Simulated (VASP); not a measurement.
Input of a VASP 6.6.1 run:

INCAR

```
  PREC = Accurate
  ENCUT = 520
  EDIFF = 1E-7
  ISMEAR = 0
  SIGMA = 0.1
  LREAL = F
  LASPH = T
  NELM = 100
  ALGO = Fast
  ISIF = 2
  LWAVE = F
  LCHARG = F
  GGA = PE
  NBANDS = 20
```

Contents of KPOINTS:

```
Automatic mesh
0
Gamma
  10 10 8
```

The input POSCAR:

```
Li2As
1.0
    3.8942785702     -2.2671761551      0.0025799814
    3.8942785702      2.2671761551      0.0025799814
   -2.6271447197      0.0000000000      5.6293001308
Li As
4 2
Direct
    0.2134734098      0.2134734098      0.8445501460
    0.7865265902      0.7865265902      0.1554498540
    0.1754673940      0.1754673940      0.3418842987
    0.8245326060      0.8245326060      0.6581157013
    0.4916124305      0.4916124305      0.2862903841
    0.5083875695      0.5083875695      0.7137096159
```

Potentials or basis: VASP PAW PBE potentials, release 64 (Li_sv, As).

The run is started by

```console
$ cat potpaw_PBE.64/Li_sv/POTCAR potpaw_PBE.64/As/POTCAR > POTCAR
$ mpirun -np 1 vasp_std > vasp.out
```

What does it give for the band gap on the k mesh?

Zero (bands 11 and 12 overlap by 0.24 eV).

Predict the largest force.

0.023 eV/Å.

Forces in eV/Å, atoms in the order of the input:
```
Li   0.002  0.000  0.002
Li  -0.002  0.000 -0.002
Li   0.001  0.000 -0.001
Li  -0.001  0.000  0.001
As   0.011  0.000 -0.020
As  -0.011  0.000  0.020
```
